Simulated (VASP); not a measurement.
# HfN (I4/mmm) in VASP: further runs

Runs on HfN. Level: LDA. Tasks: single point.

All numbers are computed with VASP 6.6.1; they aren't measurements. Logs are shortened: lines on timing, memory, paths and dates and some standing lists are left out, and cuts for length are marked.

## (1) The cell of the first run

The structure is tetragonal, space group I4/mmm (No. 139). The conventional cell has a = 2.939 Å, b = 2.939 Å, c = 4.337 Å, α = 90.00°, β = 90.00°, γ = 90.00°. Within 2.8 Å of Hf (site symmetry 4/mmm) lie 6 N at 2.08 to 2.17 Å. N (site symmetry 4/mmm) has 6 Hf at 2.08 to 2.17 Å within 2.8 Å.

## (2) Single point, LDA (strain -0.080 along x and y, -0.040 along z)

INCAR reads:

```
  ALGO = Normal
  EDIFF = 1E-6
  ENCUT = 520
  ISIF = 2
  ISMEAR = 0
  LASPH = True
  LCHARG = False
  LREAL = False
  LWAVE = False
  NBANDS = 14
  NELM = 100
  PREC = Accurate
  SIGMA = 0.15
```

KPOINTS reads:

```
k-points
0
Gamma
  18 18 18
```

POSCAR reads:

```
HfN
1.0
    0.0000000000      2.0782800000      2.1686400000
    2.0782800000      0.0000000000      2.1686400000
    2.0782800000      2.0782800000      0.0000000000
Hf N
1 1
Direct
    0.0000000000      0.0000000000      0.0000000000
    0.5000000000      0.5000000000      0.5000000000
```

Potentials or basis: VASP PAW LDA potentials, release 64 (Hf_pv, N).

Run with:

```console
$ cat potpaw_LDA.64/Hf_pv/POTCAR potpaw_LDA.64/N/POTCAR > POTCAR
$ mpirun -np 1 vasp_std > vasp.out
```

OUTCAR:

```text
EDIFF = 1E-6
   ENCUT = 520
   ISIF = 2
   ISMEAR = 0
   LASPH = True
   LREAL = False
   NELM = 100
   PREC = Accurate

 ion  position               nearest neighbor table
   1  0.000  0.000  0.000-   2 2.08   2 2.08   2 2.08   2 2.08   2 2.17   2 2.17
   2  0.500  0.500  0.500-   1 2.08   1 2.08   1 2.08   1 2.08   1 2.17   1 2.17

  LATTYP: Found a body centered tetragonal cell.
 ALAT       =     2.9391317624
 C/A-ratio  =     1.4757011086

  Lattice vectors:

 A1 = (  -2.0782800000,   0.0000000000,   2.1686400000)
 A2 = (   2.0782800000,   0.0000000000,   2.1686400000)
 A3 = (   0.0000000000,   2.0782800000,  -2.1686400000)

Analysis of symmetry for initial positions (statically):
=====================================================================
 Subroutine PRICEL returns:
 Original cell was already a primitive cell.

 Routine SETGRP: Setting up the symmetry group for a
 body centered tetragonal supercell.

 Subroutine GETGRP returns: Found 16 space group operations
 (whereof 16 operations were pure point group operations)
 out of a pool of 16 trial point group operations.

The static configuration has the point symmetry D_4h.

Analysis of symmetry for dynamics (positions and initial velocities):
=====================================================================
 Subroutine PRICEL returns:
 Original cell was already a primitive cell.

 Routine SETGRP: Setting up the symmetry group for a
 body centered tetragonal supercell.

 Subroutine GETGRP returns: Found 16 space group operations
 (whereof 16 operations were pure point group operations)
 out of a pool of 16 trial point group operations.

The dynamic configuration has the point symmetry D_4h.

 Subroutine INISYM returns: Found 16 space group operations
 (whereof 16 operations are pure point group operations),
 and found     1 'primitive' translations

----------------------------------------------------------------------------------------

                                     Primitive cell

  volume of cell :      18.7338

  direct lattice vectors                    reciprocal lattice vectors
     0.000000000  2.078280000  2.168640000    -0.240583559  0.240583559  0.230559245
     2.078280000  0.000000000  2.168640000     0.240583559 -0.240583559  0.230559245
     2.078280000  2.078280000  0.000000000     0.240583559  0.240583559 -0.230559245

  length of vectors
     3.003705579  3.003705579  2.939131762     0.410996914  0.410996914  0.410996914

  position of ions in fractional coordinates (direct lattice)
     0.000000000  0.000000000  0.000000000
     0.500000000  0.500000000  0.500000000

  ion indices of the primitive-cell ions
   primitive index   ion index
                 1           1
                 2           2

----------------------------------------------------------------------------------------

 KPOINTS: k-points

Automatic generation of k-mesh.
 Grid dimensions read from file:
 generate k-points for:   18   18   18

 Generating k-lattice:

  Cartesian coordinates                     Fractional coordinates (reciprocal lattice)
    -0.013365753  0.013365753  0.012808847     0.055555556  0.000000000  0.000000000
     0.013365753 -0.013365753  0.012808847     0.000000000  0.055555556  0.000000000
     0.013365753  0.013365753 -0.012808847    -0.000000000 -0.000000000  0.055555556

  Length of vectors
     0.022833162  0.022833162  0.022833162

  Shift w.r.t. Gamma in fractional coordinates (k-lattice)
     0.000000000  0.000000000  0.000000000

 Subroutine IBZKPT returns following result:
 ===========================================

 Found    480 irreducible k-points:

 Following reciprocal coordinates:
            Coordinates               Weight
  0.000000  0.000000  0.000000      1.000000
  0.055556 -0.000000  0.000000      8.000000
  0.111111 -0.000000  0.000000      8.000000
  0.166667 -0.000000  0.000000      8.000000
  0.222222 -0.000000  0.000000      8.000000
  0.277778 -0.000000  0.000000      8.000000
[... 16 lines left out ...]
 -0.277778  0.055556  0.000000      8.000000
 -0.222222  0.055556  0.000000      8.000000
 [... further k-points ...]
   k-points           NKPTS =    480   k-points in BZ     NKDIM =    480   number of bands    NBANDS=     14
   number of dos      NEDOS =    301   number of ions     NIONS =      2
   total plane-waves  NPLWV =  13824
   dimension x,y,z NGX =    24 NGY =   24 NGZ =   24
   dimension x,y,z NGXF=    48 NGYF=   48 NGZF=   48
   ions per type =               1   1
   NGX,Y,Z   is equivalent  to a cutoff of  13.28, 13.28, 13.58 a.u.
   NGXF,Y,Z  is equivalent  to a cutoff of  26.57, 26.57, 27.15 a.u.
 SYSTEM =  unknown system
   PREC   = accura    normal or accurate (medium, high low for compatibility)
   ISTART =      0    job   : 0-new  1-cont  2-samecut
   ICHARG =      2    charge: 1-file 2-atom 10-const
   ISPIN  =      1    spin polarized calculation?
   LNONCOLLINEAR =      F non collinear calculations
   LSORBIT =      F    spin-orbit coupling
   LASPH  =      T    aspherical Exc in radial PAW
   ENCUT  =  520.0 eV  38.22 Ry    6.18 a.u.   5.58  5.58  5.46*2*pi/ulx,y,z
   NELM   =    100;   NELMIN=  2; NELMDL= -5     # of ELM steps
   EDIFF  = 0.1E-05   stopping-criterion for ELM
   LREAL  =      F    real-space projection
   EDIFFG = 0.1E-04   stopping-criterion for IOM
   NSW    =      0    number of steps for IOM
   IBRION =     -1    ionic relax: 0-MD 1-quasi-New 2-CG
   NFREE  =      0    steps in history (QN), initial steepest desc. (CG)
   ISIF   =      2    stress and relaxation
   ISYM   =      2    0-nonsym 1-usesym 2-fastsym
   POTIM  = 0.5000    time-step for ionic-motion
   TEBEG  =    0.0;   TEEND  =   0.0 temperature during run
   PSTRESS=    0.0 pullay stress
   NELECT =      15.0000    total number of electrons
   NUPDOWN=      -1.0000    fix difference up-down
   EMIN   =  10.00;   EMAX   =-10.00  energy-range for DOS
   EFERMI =   0.00;   METHOD = LEGACY
   ISMEAR =     0;   SIGMA  =   0.15  broadening in eV -4-tet -1-fermi 0-gaus
   EFERMI_NEDOS =   21; number of points for ismear=-14 and -15
   IALGO  =     38    algorithm
   IMIX   =      4    mixing-type and parameters
     AMIX     =   0.40;   BMIX     =  1.00
     AMIX_MAG =   1.60;   BMIX_MAG =  1.00
  volume/ion in A,a.u.               =       9.37        63.21
  Fermi-wavevector in a.u.,A,eV,Ry     =   1.520186  2.872735 31.442594  2.310965
  Thomas-Fermi vector in A             =   2.629071
   LORBIT       =      0    0 simple, 1 ext, 2 COOP (PROOUT), +10 PAW based schemes
   GGA     = CA    functional components
   LHFCALC =     F    Hartree Fock is set to
   AEXX    =    0.0000 exact exchange contribution
   IVDW    =     0    specifies the selected vdW correction
   LEPSILON=     F    determine dielectric tensor
   LRPA    =     F    only Hartree local field effects (RPA)
 non-spin polarized calculation
 Gauss-broadening in eV      SIGMA  =   0.15
  energy-cutoff  :      520.00
  volume of cell :       18.73
 maximum number of plane-waves:       536
   NGX = 11   NGY = 11   NGZ = 11

 number of electron      15.0000000 magnetization

 Free energy of the ion-electron system (eV)
  ---------------------------------------------------
  ext. energy  EPLUGINS =         0.00000000
  ---------------------------------------------------
  free energy    TOTEN  =       -23.08278173 eV

  energy without entropy =      -23.07753005  energy(sigma->0) =      -23.08015589

 E-fermi :  10.1988     XC(G=0): -14.0780

 val. band max:       10.1940197279   @ k =   0.1111  -0.0000   0.0556
 cond. band min:      10.2052143891   @ k =   0.5000   0.2222   0.0000
 fundamental gap:      0.0111946612
 Fermi energy:        10.1988074874

 k-point     1 :       0.0000    0.0000    0.0000
  band No.  band energies     occupation
      1     -19.9067      2.00000
      2     -19.9037      2.00000
      3     -19.9037      2.00000
      4      -8.2284      2.00000
      5       6.7956      2.00000
      6       7.1856      2.00000
      7       7.1856      2.00000
      8       9.2491      2.00000
      9       9.8564      1.99876
     10       9.8564      1.99876
     11      11.8626      0.00000
     12      13.0395      0.00000
     13      14.8753      0.00000
     14      20.3619      0.00000

 k-point     2 :       0.0556   -0.0000    0.0000
  band No.  band energies     occupation
      1     -19.9799      2.00000
      2     -19.9126      2.00000
      3     -19.9067      2.00000
      4      -8.1089      2.00000
      5       6.4906      2.00000
      6       6.8452      2.00000
      7       6.9173      2.00000
      8       9.4362      2.00000
      9       9.9773      1.96322
     10       9.9832      1.95796
     11      12.1814      0.00000
     12      13.3876      0.00000
     13      15.0936      0.00000
     14      20.6752      0.00000

 k-point     3 :       0.1111   -0.0000    0.0000
  band No.  band energies     occupation
      1     -20.1900      2.00000
      2     -19.9322      2.00000
      3     -19.9152      2.00000
      4      -7.7680      2.00000
      5       5.7287      2.00000
      6       6.1236      2.00000
      7       6.2836      2.00000
      8       9.8524      1.99891
      9      10.2399      0.69822
     10      10.3213      0.24802
     11      13.0113      0.00000
     12      14.2950      0.00000
     13      15.6867      0.00000
     14      21.5647      0.00000
[... 324 lines left out ...]
 k-point    23 :      -0.2778    0.0556    0.0000
  band No.  band energies     occupation
      1     -21.3238      2.00000
      2     -20.1124      2.00000
      3     -19.9380      2.00000
      4      -5.5901      2.00000
      5       2.2516      2.00000
      6       3.7340      2.00000
      7       3.9965      2.00000
      8      11.4022      0.00000
      9      12.2403      0.00000
     10      13.3975      0.00000
     11      15.8674      0.00000
     12      18.8121      0.00000
     13      19.6288      0.00000
     14      22.5452      0.00000

 k-point    24 :      -0.2222    0.0556    0.0000
  band No.  band energies     occupation
      1     -20.9994      2.00000
      2     -20.0719      2.00000
      3     -19.9193      2.00000
      4      -6.2697      2.00000
      5       3.2194      2.00000
      6       4.2754      2.00000
      7       4.5751      2.00000
      8      10.8713      0.00000
      9      11.4534      0.00000
     10      12.4078      0.00000
     11      14.7044      0.00000
     12      18.1734      0.00000
     13      18.2271      0.00000
     14      22.5494      0.00000

 [... further k-points ...]
[... 5 lines left out ...]
  --------------------------------------------------------------------------------------
  -------------------------------------------------------------------------------------
  Total       10.9365205     10.9365205      5.3828593      0.0000000      0.0000000      0.0000000
  in kB      935.3285224    935.3285224    460.3604791      0.0000000      0.0000000      0.0000000
  external PRESSURE =     777.0058413 kB  Pullay stress =       0.0000000 kB

 VOLUME and BASIS-vectors are now :
 -----------------------------------------------------------------------------
  energy-cutoff  :      520.00
  volume of cell :       18.73
      direct lattice vectors                 reciprocal lattice vectors
     0.000000000  2.078280000  2.168640000    -0.240583559  0.240583559  0.230559245
     2.078280000  0.000000000  2.168640000     0.240583559 -0.240583559  0.230559245
     2.078280000  2.078280000  0.000000000     0.240583559  0.240583559 -0.230559245

 POSITION                                       TOTAL-FORCE (eV/Angst)
 -----------------------------------------------------------------------------------
      0.00000      0.00000      0.00000         0.000000     -0.000000      0.000000
      2.07828      2.07828      2.16864        -0.000000      0.000000     -0.000000
 -----------------------------------------------------------------------------------
    total drift:                                0.000000     -0.000000     -0.000000

  FREE ENERGIE OF THE ION-ELECTRON SYSTEM (eV)
  ---------------------------------------------------
  free  energy   TOTEN  =       -23.0827817324 eV

  energy  without entropy=      -23.0775300477  energy(sigma->0) =      -23.08015589
```

It took 58 s on 1 thread of Intel Xeon Platinum 8375C at 2.90GHz (Ice Lake), shared host; peak memory 0.24 GiB.

Results:

```yaml
Free_energy: -23.0828 eV
Pressure: 77.7 GPa
```

Caveat: the cell differs from its parent crystal (strain -0.080 along x and y, -0.040 along z); spin-orbit coupling is left out, which moves the levels of the heavy elements.

## (3) Single point, LDA (strain -0.080 along x and y, +0.000 along z)

INCAR reads:

```
  PREC = Accurate
  ENCUT = 520
  EDIFF = 1E-6
  ISMEAR = 0
  SIGMA = 0.15
  LREAL = False
  LASPH = True
  NELM = 100
  ALGO = Normal
  ISIF = 2
  LWAVE = False
  LCHARG = True
  GGA = CA
  LELF = True
  LVHAR = True
  NBANDS = 14
```

KPOINTS reads:

```
regular mesh
0
Gamma
  18 18 18
```

POSCAR reads:

```
HfN
1.0
    0.0000000000      2.0782800000      2.2590000000
    2.0782800000      0.0000000000      2.2590000000
    2.0782800000      2.0782800000      0.0000000000
Hf N
1 1
Direct
    0.0000000000      0.0000000000      0.0000000000
    0.5000000000      0.5000000000      0.5000000000
```

Potentials or basis: VASP PAW LDA potentials, release 64 (Hf_pv, N).

Run with:

```console
$ cat potpaw_LDA.64/Hf_pv/POTCAR potpaw_LDA.64/N/POTCAR > POTCAR
$ mpirun -np 1 vasp_std > vasp.out
```

OUTCAR:

```text
PREC = Accurate
   ENCUT = 520
   EDIFF = 1E-6
   ISMEAR = 0
   LREAL = False
   LASPH = True
   NELM = 100
   ISIF = 2
   GGA = CA

 ion  position               nearest neighbor table
   1  0.000  0.000  0.000-   2 2.08   2 2.08   2 2.08   2 2.08   2 2.26   2 2.26
   2  0.500  0.500  0.500-   1 2.08   1 2.08   1 2.08   1 2.08   1 2.26   1 2.26

  LATTYP: Found a body centered tetragonal cell.
 ALAT       =     2.9391317624
 C/A-ratio  =     1.5371886548

  Lattice vectors:

 A1 = (  -2.0782800000,   0.0000000000,   2.2590000000)
 A2 = (   2.0782800000,   0.0000000000,   2.2590000000)
 A3 = (   0.0000000000,   2.0782800000,  -2.2590000000)

Analysis of symmetry for initial positions (statically):
=====================================================================
 Subroutine PRICEL returns:
 Original cell was already a primitive cell.

 Routine SETGRP: Setting up the symmetry group for a
 body centered tetragonal supercell.

 Subroutine GETGRP returns: Found 16 space group operations
 (whereof 16 operations were pure point group operations)
 out of a pool of 16 trial point group operations.

The static configuration has the point symmetry D_4h.

[... 168 lines left out ...]
  band No.  band energies     occupation
      1     -20.5047      2.00000
      2     -20.4544      2.00000
      3     -20.4544      2.00000
      4      -8.4245      2.00000
      5       6.2674      2.00000
      6       6.9093      2.00000
      7       6.9093      2.00000
      8       8.5539      2.00000
      9       9.7056      1.70559
     10       9.7056      1.70559
     11      10.3947      0.00000
     12      12.8719      0.00000
     13      14.7043      0.00000
     14      19.9127      0.00000
[... 377 lines left out ...]
      1     -21.4550      2.00000
      2     -20.6510      2.00000
      3     -20.4425      2.00000
      4      -6.5369      2.00000
      5       2.9407      2.00000
      6       4.0401      2.00000
      7       4.1273      2.00000
      8      10.5113      0.00000
      9      11.1764      0.00000
     10      11.8428      0.00000
     11      13.1075      0.00000
     12      17.9569      0.00000
     13      17.9751      0.00000
     14      21.9729      0.00000

 [... further k-points ...]
[... 5 lines left out ...]
  --------------------------------------------------------------------------------------
  -------------------------------------------------------------------------------------
  Total       10.3449253     10.3449253      1.0378779      0.0000000      0.0000000     -0.0000000
  in kB      849.3439476    849.3439476     85.2123464      0.0000000      0.0000000     -0.0000000
  external PRESSURE =     594.6334139 kB  Pullay stress =       0.0000000 kB

 VOLUME and BASIS-vectors are now :
 -----------------------------------------------------------------------------
  energy-cutoff  :      520.00
  volume of cell :       19.51
      direct lattice vectors                 reciprocal lattice vectors
     0.000000000  2.078280000  2.259000000    -0.240583559  0.240583559  0.221336875
     2.078280000  0.000000000  2.259000000     0.240583559 -0.240583559  0.221336875
     2.078280000  2.078280000  0.000000000     0.240583559  0.240583559 -0.221336875

 POSITION                                       TOTAL-FORCE (eV/Angst)
 -----------------------------------------------------------------------------------
      0.00000      0.00000      0.00000         0.000000     -0.000000     -0.000000
      2.07828      2.07828      2.25900        -0.000000      0.000000      0.000000
 -----------------------------------------------------------------------------------
    total drift:                                0.000000     -0.000000     -0.000000

  FREE ENERGIE OF THE ION-ELECTRON SYSTEM (eV)
  ---------------------------------------------------
  free  energy   TOTEN  =       -23.2093349502 eV

  energy  without entropy=      -23.2040727654  energy(sigma->0) =      -23.20670386
```

OSZICAR:

```text
N       E                     dE             d eps       ncg     rms          rms(c)
DAV:   1     0.381080347098E+02    0.38108E+02   -0.79045E+03 13472   0.103E+03
DAV:   2    -0.246959291553E+02   -0.62804E+02   -0.58751E+02 16928   0.238E+02
DAV:   3    -0.263419975695E+02   -0.16461E+01   -0.16400E+01 15936   0.308E+01
DAV:   4    -0.263461084528E+02   -0.41109E-02   -0.41103E-02 16290   0.188E+00
DAV:   5    -0.263461262947E+02   -0.17842E-04   -0.17842E-04 15832   0.104E-01    0.730E+01
DAV:   6    -0.232365081912E+02    0.31096E+01   -0.82125E+00 16368   0.236E+01    0.587E+01
DAV:   7    -0.232303407112E+02    0.61675E-02   -0.91197E-01 16140   0.539E+00    0.293E+01
DAV:   8    -0.232146071792E+02    0.15734E-01   -0.67092E-02 17016   0.195E+00    0.347E+00
DAV:   9    -0.232104624136E+02    0.41448E-02   -0.30020E-02 15096   0.121E+00    0.156E+00
DAV:  10    -0.232093451329E+02    0.11173E-02   -0.39572E-03 15048   0.502E-01    0.152E-01
DAV:  11    -0.232093350845E+02    0.10048E-04   -0.14335E-04 15720   0.107E-01    0.113E-02
DAV:  12    -0.232093349502E+02    0.13436E-06   -0.33333E-06 15934   0.158E-02
   1 F= -.23209335E+02 E0= -.23206704E+02  d E =-.526218E-02
```

Run time: 75 s. Hardware: 1 thread of Intel Xeon Platinum 8375C at 2.90GHz (Ice Lake), shared host; peak memory 0.25 GiB.

What came out:

- Free energy: -23.2093 eV
- Pressure: 59.5 GPa

Caveat: the cell differs from its parent crystal (strain -0.080 along x and y, +0.000 along z); spin-orbit coupling is left out, which moves the levels of the heavy elements.
